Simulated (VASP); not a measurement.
# INO (P4/nmm) in VASP: single point with PBE

Aim: the single point of INO with PBE.

Everything below comes from runs of VASP 6.6.1. Logs are shortened: lines on timing, memory, paths and dates and some standing lists are left out, and cuts for length are marked.

**1. The cell of the first run**

It takes space group P4/nmm (No. 129, tetragonal). The conventional cell has a = 3.631 Å, b = 3.631 Å, c = 8.332 Å, α = 90.00°, β = 90.00°, γ = 90.00°. Within 3.7 Å of I (site symmetry 4mm) lie 5 N at 2.84 to 3.69 Å and 4 O at 3.44 Å and 8 I at 3.57 to 3.63 Å. N (site symmetry 4mm) has 4 O at 2.50 Å and 4 I at 2.84 Å within 3.3 Å. Within 3.3 Å of O (site symmetry -4m2) lie 4 N at 2.50 Å and 4 O at 2.57 Å.

**2. Single point, PBE**

File INCAR:

```
SYSTEM = INO
ALGO     = Normal         ! electronic algorithm
EDIFF    = 1E-7           ! SCF threshold, eV
ENCUT    = 520            ! plane-wave cutoff, eV
GGA      = PE             ! functional
ISIF     = 2              ! what is computed and relaxed
ISMEAR   = 0              ! smearing method
LASPH    = .TRUE.         ! aspherical terms in the spheres
LCHARG   = .FALSE.        ! write CHGCAR
LREAL    = .FALSE.        ! projectors in reciprocal space
LWAVE    = .FALSE.        ! write WAVECAR
NBANDS   = 27             ! bands
NELM     = 80             ! most SCF steps
PREC     = Accurate       ! precision mode
SIGMA    = 0.0913         ! smearing width, eV
```

File KPOINTS:

```
k-points
0
G
  9 9 4
  0 0 0
```

File POSCAR:

```
INO
1.0
    3.6308180000      0.0000000000      0.0000000000
    0.0000000000      3.6308180000      0.0000000000
    0.0000000000      0.0000000000      8.3316010000
I N O
2 2 2
Direct
    0.2500000000      0.2500000000      0.6490000000
    0.7500000000      0.7500000000      0.3510000000
    0.2500000000      0.2500000000      0.2060000000
    0.7500000000      0.7500000000      0.7940000000
    0.7500000000      0.2500000000      0.0000000000
    0.2500000000      0.7500000000      0.0000000000
```

Potentials or basis: VASP PAW PBE potentials, release 64 (I, N, O).

Command:

```console
> cat potpaw_PBE.64/I/POTCAR potpaw_PBE.64/N/POTCAR potpaw_PBE.64/O/POTCAR > POTCAR
> mpirun -np 1 vasp_std > vasp.out
```

OUTCAR:

```text
SYSTEM = INO
   EDIFF = 1E-7
   ENCUT = 520
   GGA = PE
   ISIF = 2
   ISMEAR = 0
   LASPH = .TRUE.
   LREAL = .FALSE.
   NELM = 80
   PREC = Accurate

 ion  position               nearest neighbor table
   1  0.250  0.250  0.649-
   2  0.750  0.750  0.351-
   3  0.250  0.250  0.206-
   4  0.750  0.750  0.794-
   5  0.750  0.250  0.000-
   6  0.250  0.750  0.000-

  LATTYP: Found a simple tetragonal cell.
 ALAT       =     3.6308180000
 C/A-ratio  =     2.2946897917

  Lattice vectors:

 A1 = (   3.6308180000,   0.0000000000,   0.0000000000)
 A2 = (   0.0000000000,   3.6308180000,   0.0000000000)
 A3 = (   0.0000000000,   0.0000000000,   8.3316010000)

Analysis of symmetry for initial positions (statically):
=====================================================================
 Subroutine PRICEL returns:
 Original cell was already a primitive cell.

 Routine SETGRP: Setting up the symmetry group for a
 simple tetragonal supercell.

 Subroutine GETGRP returns: Found 16 space group operations
 (whereof  4 operations were pure point group operations)
 out of a pool of 16 trial point group operations.

The static configuration has the point symmetry C_2h.
 The point group associated with its full space group is D_4h.

Analysis of symmetry for dynamics (positions and initial velocities):
=====================================================================
 Subroutine PRICEL returns:
 Original cell was already a primitive cell.

 Routine SETGRP: Setting up the symmetry group for a
 simple tetragonal supercell.

 Subroutine GETGRP returns: Found 16 space group operations
 (whereof  4 operations were pure point group operations)
 out of a pool of 16 trial point group operations.

The dynamic configuration has the point symmetry C_2h.
 The point group associated with its full space group is D_4h.

 Subroutine INISYM returns: Found 16 space group operations
 (whereof  4 operations are pure point group operations),
 and found     1 'primitive' translations

----------------------------------------------------------------------------------------

                                     Primitive cell

  volume of cell :     109.8342

  direct lattice vectors                    reciprocal lattice vectors
     3.630818000  0.000000000  0.000000000     0.275420029  0.000000000  0.000000000
     0.000000000  3.630818000  0.000000000     0.000000000  0.275420029  0.000000000
[... 97 lines left out ...]
   IBRION =     -1    ionic relax: 0-MD 1-quasi-New 2-CG
   NFREE  =      0    steps in history (QN), initial steepest desc. (CG)
   ISIF   =      2    stress and relaxation
   ISYM   =      2    0-nonsym 1-usesym 2-fastsym
   POTIM  = 0.5000    time-step for ionic-motion
   TEBEG  =    0.0;   TEEND  =   0.0 temperature during run
   PSTRESS=    0.0 pullay stress
   NELECT =      36.0000    total number of electrons
   NUPDOWN=      -1.0000    fix difference up-down
   EMIN   =  10.00;   EMAX   =-10.00  energy-range for DOS
   EFERMI =   0.00;   METHOD = LEGACY
   ISMEAR =     0;   SIGMA  =   0.09  broadening in eV -4-tet -1-fermi 0-gaus
   EFERMI_NEDOS =   21; number of points for ismear=-14 and -15
   IALGO  =     38    algorithm
   IMIX   =      4    mixing-type and parameters
     AMIX     =   0.40;   BMIX     =  1.00
     AMIX_MAG =   1.60;   BMIX_MAG =  1.00
  volume/ion in A,a.u.               =      18.31       123.53
  Fermi-wavevector in a.u.,A,eV,Ry     =   1.128747  2.133022 17.334765  1.274069
  Thomas-Fermi vector in A             =   2.265438
   LORBIT       =      0    0 simple, 1 ext, 2 COOP (PROOUT), +10 PAW based schemes
   GGA     = PE    functional components
   LHFCALC =     F    Hartree Fock is set to
   AEXX    =    0.0000 exact exchange contribution
   IVDW    =     0    specifies the selected vdW correction
   LEPSILON=     F    determine dielectric tensor
   LRPA    =     F    only Hartree local field effects (RPA)
 non-spin polarized calculation
 Gauss-broadening in eV      SIGMA  =   0.09
  energy-cutoff  :      520.00
  volume of cell :      109.83
 maximum number of plane-waves:      2986
 NGX is ok and might be reduce to    28
   NGX = 13   NGY = 13   NGZ = 31

 number of electron      36.0000003 magnetization

 Free energy of the ion-electron system (eV)
  ---------------------------------------------------
  ext. energy  EPLUGINS =         0.00000000
  ---------------------------------------------------
  free energy    TOTEN  =       -14.14425596 eV

  energy without entropy =      -14.11798373  energy(sigma->0) =      -14.13111985

 E-fermi :   3.1965     XC(G=0):  -9.8002

 val. band max:        3.1956074083   @ k =   0.4444   0.1111   0.2500
 cond. band min:       3.2071405736   @ k =   0.4444   0.1111   0.5000
 fundamental gap:      0.0115331653
 Fermi energy:         3.1965155174

 k-point     1 :       0.0000    0.0000    0.0000
  band No.  band energies     occupation
      1     -13.8322      2.00000
      2     -12.1378      2.00000
      3     -11.2252      2.00000
      4     -10.8143      2.00000
      5      -8.3441      2.00000
      6      -7.8957      2.00000
[... 709 lines left out ...]
     26      11.5567      0.00000
     27      11.6729      0.00000

 [... further k-points ...]

------------------------ aborting loop because EDIFF is reached ----------------------------------------

  FORCE on cell =-STRESS in cart. coord.  units (eV):
  Direction    XX          YY          ZZ          XY          YZ          ZX
  --------------------------------------------------------------------------------------
  -------------------------------------------------------------------------------------
  Total       -9.2423070     -9.2423070     -6.3239047     -0.0000000      0.0000000     -0.0000000
  in kB     -134.8197593   -134.8197593    -92.2483229     -0.0000000      0.0000000     -0.0000000
  external PRESSURE =    -120.6292805 kB  Pullay stress =       0.0000000 kB

 VOLUME and BASIS-vectors are now :
 -----------------------------------------------------------------------------
  energy-cutoff  :      520.00
  volume of cell :      109.83
      direct lattice vectors                 reciprocal lattice vectors
     3.630818000  0.000000000  0.000000000     0.275420029  0.000000000  0.000000000
     0.000000000  3.630818000  0.000000000     0.000000000  0.275420029  0.000000000
     0.000000000  0.000000000  8.331601000     0.000000000  0.000000000  0.120024951

 POSITION                                       TOTAL-FORCE (eV/Angst)
 -----------------------------------------------------------------------------------
      0.90770      0.90770      5.40721        -0.000000     -0.000000      1.514864
      2.72311      2.72311      2.92439         0.000000      0.000000     -1.514864
      0.90770      0.90770      1.71631         0.000000      0.000000     -0.628595
      2.72311      2.72311      6.61529        -0.000000     -0.000000      0.628595
      2.72311      0.90770      0.00000        -0.000000     -0.000000      0.000000
      0.90770      2.72311      0.00000         0.000000      0.000000      0.000000
 -----------------------------------------------------------------------------------
    total drift:                                0.000000      0.000000     -0.000000

  FREE ENERGIE OF THE ION-ELECTRON SYSTEM (eV)
  ---------------------------------------------------
  free  energy   TOTEN  =       -14.1442559629 eV

  energy  without entropy=      -14.1179837303  energy(sigma->0) =      -14.13111985
```

OSZICAR:

```text
N       E                     dE             d eps       ncg     rms          rms(c)
[... 15 lines left out ...]
DAV:  16    -0.141444310105E+02    0.20267E-04   -0.15976E-03  2556   0.196E-01    0.156E-01
DAV:  17    -0.141443820119E+02    0.48999E-04   -0.54695E-05  2696   0.408E-02    0.131E-01
DAV:  18    -0.141443169726E+02    0.65039E-04   -0.61578E-05  3412   0.263E-02    0.103E-01
DAV:  19    -0.141442594306E+02    0.57542E-04   -0.13620E-04  2514   0.539E-02    0.306E-02
DAV:  20    -0.141442560593E+02    0.33713E-05   -0.14523E-05  2957   0.189E-02    0.420E-02
DAV:  21    -0.141442555604E+02    0.49887E-06   -0.10051E-06  2601   0.530E-03    0.272E-02
DAV:  22    -0.141442559936E+02   -0.43315E-06   -0.26611E-06  2646   0.721E-03    0.368E-03
DAV:  23    -0.141442559629E+02    0.30656E-07   -0.32869E-07  1982   0.320E-03
   1 F= -.14144256E+02 E0= -.14131120E+02  d E =-.262722E-01
```

stdout:

```text
POSCAR found type information on POSCAR I N O
 POSCAR found :  3 types and       6 ions
 scaLAPACK will be used
 LDA part: xc-table for (Slater+PW92), standard interpolation
 POSCAR, INCAR and KPOINTS ok, starting setup
 FFT: planning ... GRIDC
 FFT: planning ... GRID_SOFT
 FFT: planning ... GRID
 WAVECAR not read
 entering main loop
```

Wall time 4.7 min (1 thread of Intel Xeon 8259CL, shared host); peak memory 0.29 GiB.

What came out:

- Free energy: -14.1443 eV
- Pressure: -12.1 GPa
- Largest force: 1.515 eV/Å
- Band gap on the k mesh: zero (bands 18 and 19 overlap by 0.30 eV)

Forces in eV/Å, atoms in the order of the input:
```
I    0.000  0.000  1.515
I    0.000  0.000 -1.515
N    0.000  0.000 -0.629
N    0.000  0.000  0.629
O    0.000  0.000  0.000
O    0.000  0.000  0.000
```

Stress tensor (GPa, compression positive):
```
-13.48   0.00   0.00
  0.00 -13.48   0.00
  0.00   0.00  -9.22
```

Caveat: the cell stands under tension; spin-orbit coupling is left out, which moves the levels of the heavy elements; forces of over 1 eV/Å act on the atoms, so gaps and moduli don't describe the material at rest.
